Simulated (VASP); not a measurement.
# GaP (F-43m) in VASP: settings compared, part 2 of 2

VASP 6.6.1.

## 3. Single point, r2SCAN (strain +4.0%)

POSCAR

```
GaP
1.0
    0.0000000000      2.8344152589      2.8344152589
    2.8344152589      0.0000000000      2.8344152589
    2.8344152589      2.8344152589      0.0000000000
Ga P
1 1
Direct
    0.0000000000      0.0000000000      0.0000000000
    0.2500000000      0.2500000000      0.2500000000
```

INCAR.step1

```
PREC     = Accurate       # precision mode
ENCUT    = 520            # plane-wave cutoff, eV
ISMEAR   = 0              # smearing method
SIGMA    = 0.01           # smearing width, eV
LREAL    = False          # projectors in reciprocal space
LASPH    = True           # aspherical terms in the spheres
NELM     = 80             # most SCF steps
NBANDS   = 16             # bands
GGA      = PE             # functional
ALGO     = Normal         # electronic algorithm
EDIFF    = 1E-4           # SCF threshold, eV
LWAVE    = True           # write WAVECAR
LCHARG   = False          # write CHGCAR
```

INCAR.step2

```
PREC     = Accurate       # precision mode
ENCUT    = 520            # plane-wave cutoff, eV
EDIFF    = 1E-6           # SCF threshold, eV
ISMEAR   = 0              # smearing method
SIGMA    = 0.01           # smearing width, eV
LREAL    = False          # projectors in reciprocal space
LASPH    = True           # aspherical terms in the spheres
NELM     = 80             # most SCF steps
ALGO     = Normal         # electronic algorithm
ISIF     = 2              # what is computed and relaxed
LWAVE    = False          # write WAVECAR
LCHARG   = False          # write CHGCAR
METAGGA  = R2SCAN         # meta-GGA
LMIXTAU  = True         
NBANDS   = 16             # bands
ISTART   = 1
```

KPOINTS

```
Automatic mesh
0
Gamma
  8 8 8
```

Potentials or basis: VASP PAW PBE potentials, release 64 (Ga_d, P).

Command:

```
> cat potpaw_PBE.64/Ga_d/POTCAR potpaw_PBE.64/P/POTCAR > POTCAR
> cp INCAR.step1 INCAR
> mpirun -np 1 vasp_std > vasp.out
> cp INCAR.step2 INCAR
> mpirun -np 1 vasp_std > vasp.out
```

OUTCAR:

```text
PREC = Accurate
   ENCUT = 520
   EDIFF = 1E-6
   ISMEAR = 0
   LREAL = False
   LASPH = True
   NELM = 80
   ISIF = 2
   METAGGA = R2SCAN
   ISTART = 1

 ion  position               nearest neighbor table
   1  0.000  0.000  0.000-   2 2.45   2 2.45   2 2.45   2 2.45
   2  0.250  0.250  0.250-   1 2.45   1 2.45   1 2.45   1 2.45

  LATTYP: Found a face centered cubic cell.
 ALAT       =     5.6688305178

  Lattice vectors:

 A1 = (   0.0000000000,   2.8344152589,   2.8344152589)
 A2 = (   2.8344152589,   0.0000000000,   2.8344152589)
 A3 = (   2.8344152589,   2.8344152589,   0.0000000000)

Analysis of symmetry for initial positions (statically):
=====================================================================
 Subroutine PRICEL returns:
 Original cell was already a primitive cell.

 Routine SETGRP: Setting up the symmetry group for a
 face centered cubic supercell.

 Subroutine GETGRP returns: Found 24 space group operations
 (whereof 24 operations were pure point group operations)
 out of a pool of 48 trial point group operations.

The static configuration has the point symmetry T_d .

Analysis of symmetry for dynamics (positions and initial velocities):
=====================================================================
 Subroutine PRICEL returns:
 Original cell was already a primitive cell.

 Routine SETGRP: Setting up the symmetry group for a
 face centered cubic supercell.

 Subroutine GETGRP returns: Found 24 space group operations
 (whereof 24 operations were pure point group operations)
 out of a pool of 48 trial point group operations.

The dynamic configuration has the point symmetry T_d .

 Subroutine INISYM returns: Found 24 space group operations
 (whereof 24 operations are pure point group operations),
 and found     1 'primitive' translations

----------------------------------------------------------------------------------------

                                     Primitive cell

  volume of cell :      45.5429
[... 109 lines left out ...]
     AMIX_MAG =   1.60;   BMIX_MAG =  1.00
  volume/ion in A,a.u.               =      22.77       153.67
  Fermi-wavevector in a.u.,A,eV,Ry     =   1.201413  2.270341 19.638544  1.443392
  Thomas-Fermi vector in A             =   2.337222
   LORBIT       =      0    0 simple, 1 ext, 2 COOP (PROOUT), +10 PAW based schemes
   METAGGA = R2SCAN    functional components
   LHFCALC =     F    Hartree Fock is set to
   AEXX    =    0.0000 exact exchange contribution
   IVDW    =     0    specifies the selected vdW correction
   LEPSILON=     F    determine dielectric tensor
   LRPA    =     F    only Hartree local field effects (RPA)
 non-spin polarized calculation
 Gauss-broadening in eV      SIGMA  =   0.01
  energy-cutoff  :      520.00
  volume of cell :       45.54
 maximum number of plane-waves:      1243
 NGX is ok and might be reduce to    30
   NGX = 15   NGY = 15   NGZ = 15

 number of electron      17.9999990 magnetization

 Free energy of the ion-electron system (eV)
  ---------------------------------------------------
  ext. energy  EPLUGINS =         0.00000000
  ---------------------------------------------------
  free energy    TOTEN  =       -21.32261131 eV

  energy without entropy =      -21.32261131  energy(sigma->0) =      -21.32261131

 E-fermi :   3.4275     XC(G=0):  -9.9859

 val. band max:        3.3258196029   @ k =   0.0000   0.0000   0.0000
 cond. band min:       4.6613009265   @ k =   0.0000   0.0000   0.0000
 fundamental gap:      1.3354813236
 Fermi energy:         3.4274713362

 k-point     1 :       0.0000    0.0000    0.0000
  band No.  band energies     occupation
      1     -11.5190      2.00000
      2     -11.5190      2.00000
      3     -11.5189      2.00000
      4     -11.4398      2.00000
      5     -11.4398      2.00000
      6      -8.8452      2.00000
[... 433 lines left out ...]
      3     -11.4875      2.00000
      4     -11.4429      2.00000
      5     -11.4345      2.00000
      6      -6.7033      2.00000
[... 8 lines left out ...]
     15      15.5221      0.00000
     16      15.8738      0.00000

 [... further k-points ...]

------------------------ aborting loop because EDIFF is reached ----------------------------------------

  FORCE on cell =-STRESS in cart. coord.  units (eV):
  Direction    XX          YY          ZZ          XY          YZ          ZX
  --------------------------------------------------------------------------------------
  -------------------------------------------------------------------------------------
  Total       -2.2550930     -2.2550930     -2.2550930      0.0000000      0.0000000      0.0000000
  in kB      -79.3331346    -79.3331346    -79.3331346      0.0000000      0.0000000      0.0000000
  external PRESSURE =     -79.3331346 kB  Pullay stress =       0.0000000 kB

 VOLUME and BASIS-vectors are now :
 -----------------------------------------------------------------------------
  energy-cutoff  :      520.00
  volume of cell :       45.54
      direct lattice vectors                 reciprocal lattice vectors
     0.000000000  2.834415259  2.834415259    -0.176403228  0.176403228  0.176403228
     2.834415259  0.000000000  2.834415259     0.176403228 -0.176403228  0.176403228
     2.834415259  2.834415259  0.000000000     0.176403228  0.176403228 -0.176403228

 POSITION                                       TOTAL-FORCE (eV/Angst)
 -----------------------------------------------------------------------------------
      0.00000      0.00000      0.00000        -0.000000      0.000000      0.000000
      1.41721      1.41721      1.41721         0.000000     -0.000000     -0.000000
 -----------------------------------------------------------------------------------
    total drift:                                0.000001      0.000001      0.000001

  FREE ENERGIE OF THE ION-ELECTRON SYSTEM (eV)
  ---------------------------------------------------
  free  energy   TOTEN  =       -21.3226113071 eV

  energy  without entropy=      -21.3226113071  energy(sigma->0) =      -21.32261131
```

Wall time 52 s (1 thread of Intel Xeon Platinum 8488C (Sapphire Rapids), shared host); peak memory 0.18 GiB.

Results:

```
Free energy            : -21.3226 eV
Pressure               : -7.9 GPa
Band gap on the k mesh : 1.34 eV
```

Caveat: the cell differs from its parent crystal (strain +4.0%); the cell stands under tension; the PAW data sets were made with another functional, which shifts forces and pressure a little. A k mesh can miss the band edges.

## 4. Single point, HSE06 (strain -1.0%)

POSCAR

```
GaP
1.0
    0.0000000000      2.6981452945      2.6981452945
    2.6981452945      0.0000000000      2.6981452945
    2.6981452945      2.6981452945      0.0000000000
Ga P
1 1
Direct
    0.0000000000      0.0000000000      0.0000000000
    0.2500000000      0.2500000000      0.2500000000
```

INCAR.step1

```
SYSTEM = GaP
PREC     = Accurate       ! precision mode
ENCUT    = 520            ! plane-wave cutoff, eV
EDIFF    = 1E-5           ! SCF threshold, eV
ISMEAR   = 0              ! smearing method
SIGMA    = 0.01           ! smearing width, eV
LREAL    = .False.        ! projectors in reciprocal space
LASPH    = .True.         ! aspherical terms in the spheres
NELM     = 100            ! most SCF steps
ALGO     = Normal         ! electronic algorithm
ISIF     = 2              ! what is computed and relaxed
LWAVE    = .True.         ! write WAVECAR
NBANDS   = 16             ! bands
GGA      = PE             ! functional
```

INCAR.step2

```
SYSTEM = GaP
PREC     = Accurate       ! precision mode
ENCUT    = 520            ! plane-wave cutoff, eV
EDIFF    = 1E-6           ! SCF threshold, eV
ISMEAR   = 0              ! smearing method
SIGMA    = 0.01           ! smearing width, eV
LREAL    = .False.        ! projectors in reciprocal space
LASPH    = .True.         ! aspherical terms in the spheres
NELM     = 100            ! most SCF steps
ALGO     = Normal         ! electronic algorithm
ISIF     = 2              ! what is computed and relaxed
LWAVE    = .False.        ! write WAVECAR
LCHARG   = .True.         ! write CHGCAR
GGA      = PE             ! functional
LHFCALC  = .True.         ! exact exchange
HFSCREEN = 0.2079         ! screening, 1/A
PRECFOCK = Normal       
LELF     = .True.         ! ELF
LVHAR    = .True.       
NBANDS   = 16             ! bands
ISTART   = 1
```

KPOINTS

```
Automatic mesh
0
Gamma
  6 6 6
  0 0 0
```

Command:

```
> cat potpaw_PBE.64/Ga_d/POTCAR potpaw_PBE.64/P/POTCAR > POTCAR
> cp INCAR.step1 INCAR
> mpirun -np 1 vasp_std > vasp.out
> cp INCAR.step2 INCAR
> mpirun -np 1 vasp_std > vasp.out
```

Run time: 44 min. Hardware: 1 thread of Intel Xeon Platinum 8375C at 2.90GHz (Ice Lake), shared host; peak memory 0.28 GiB.

The run converged. Its results:

```yaml
Free_energy: -10.7655 eV
Pressure: 3.4 GPa
Band_gap_on_the_k_mesh: 2.23 eV (least direct gap 3.07 eV)
```

Levels at points of the mesh, in eV from the valence-band top:
```tsv
k point	band 7	band 8	band 9	band 10	band 11	band 12
(0.00, 0.00, 0.00)	0.00	0.00	0.00	3.07	4.77	4.77
(0.50, 0.00, 0.00)	-7.42	-1.26	-1.26	2.61	5.61	5.61
(0.50, 0.50, 0.00)	-7.48	-3.04	-3.04	2.23	2.54	12.31
```

Caveat: the cell differs from its parent crystal (strain -1.0%); the cell stands under pressure; the PAW data sets were made with another functional, which shifts forces and pressure a little. A k mesh can miss the band edges.

## 5. Single point, HSE06 (strain -4.0%)

POSCAR

```
GaP
1.0
    0.0000000000      2.6163833159      2.6163833159
    2.6163833159      0.0000000000      2.6163833159
    2.6163833159      2.6163833159      0.0000000000
Ga P
1 1
Direct
    0.0000000000      0.0000000000      0.0000000000
    0.2500000000      0.2500000000      0.2500000000
```

INCAR.step1

```
SYSTEM = GaP
PREC = Accurate
ENCUT = 520
EDIFF = 1E-5
ISMEAR = 0
SIGMA = 0.01
LREAL = .False.
LASPH = .True.
NELM = 80
ALGO = Normal
ISIF = 2
LWAVE = .True.
GGA = PE
NBANDS = 16
```

INCAR.step2

```
SYSTEM = GaP
PREC = Accurate
ENCUT = 520
EDIFF = 1E-6
ISMEAR = 0
SIGMA = 0.01
LREAL = .False.
LASPH = .True.
NELM = 80
ALGO = Normal
ISIF = 2
LWAVE = .False.
LCHARG = .True.
GGA = PE
LHFCALC = .True.
HFSCREEN = 0.2079
PRECFOCK = Normal
LELF = .True.
LVHAR = .True.
ISTART = 1
NBANDS = 16
```

KPOINTS is that of step 4.

Command:

```
> cat potpaw_PBE.64/Ga_d/POTCAR potpaw_PBE.64/P/POTCAR > POTCAR
> cp INCAR.step1 INCAR
> mpirun -np 1 vasp_std > vasp.out
> cp INCAR.step2 INCAR
> mpirun -np 1 vasp_std > vasp.out
```

It took 1.5 h on 1 thread of AMD EPYC 7R13, shared host; peak memory 0.26 GiB.

It converged, with:

| Property | Result |
| --- | --- |
| Free energy | -10.5777 eV |
| Pressure | 14.8 GPa |
| Band gap on the k mesh | 2.01 eV (least direct gap 3.92 eV) |

Levels at points of the mesh, in eV from the valence-band top:
```csv
k point,band 5,band 6,band 7,band 8,band 9,band 10,band 11,band 12,band 13,band 14
"(0.00, 0.00, 0.00)",-17.13,-14.83,0.00,0.00,0.00,3.92,4.73,4.73,4.73,10.49
"(0.50, 0.00, 0.00)",-17.12,-12.16,-8.06,-1.42,-1.42,2.93,5.57,5.57,9.45,13.19
"(0.50, 0.50, 0.00)",-17.10,-11.00,-8.00,-3.42,-3.42,2.01,2.41,13.04,13.04,13.87
```

Caveat: the cell differs from its parent crystal (strain -4.0%); the cell stands under pressure; the PAW data sets were made with another functional, which shifts forces and pressure a little. A k mesh can miss the band edges.

## 6. Overview

```csv
level,cell,k mesh,grid for exact exchange (PRECFOCK),share of exact exchange,screening parameter,gap on the mesh (eV),pressure (GPa)
r2SCAN,"a = 3.970 Å, angles 60.0°, 2 atoms",8 × 8 × 8,-,-,-,1.58,-6.4
r2SCAN,"a = 4.008 Å, angles 60.0°, 2 atoms",8 × 8 × 8,-,-,-,1.34,-7.9
HSE06,"a = 3.816 Å, angles 60.0°, 2 atoms",6 × 6 × 6,Normal,0.25,0.2079 1/Å,2.23,3.4
HSE06,"a = 3.700 Å, angles 60.0°, 2 atoms",6 × 6 × 6,Normal,0.25,0.2079 1/Å,2.01,14.8
```

Alike in all rows: task single point; potentials or basis VASP PAW PBE potentials, release 64 (Ga_d, P); no spin polarisation; cutoff (eV) 520; smearing gaussian 0.01 eV.

Caveats: the PAW data sets were made with another functional, which shifts forces and pressure a little; the cell stands under tension (at least some runs); the cell stands under pressure (at least some runs).

Total energies depend on the potentials used, so only differences within one code and one set of settings carry meaning.
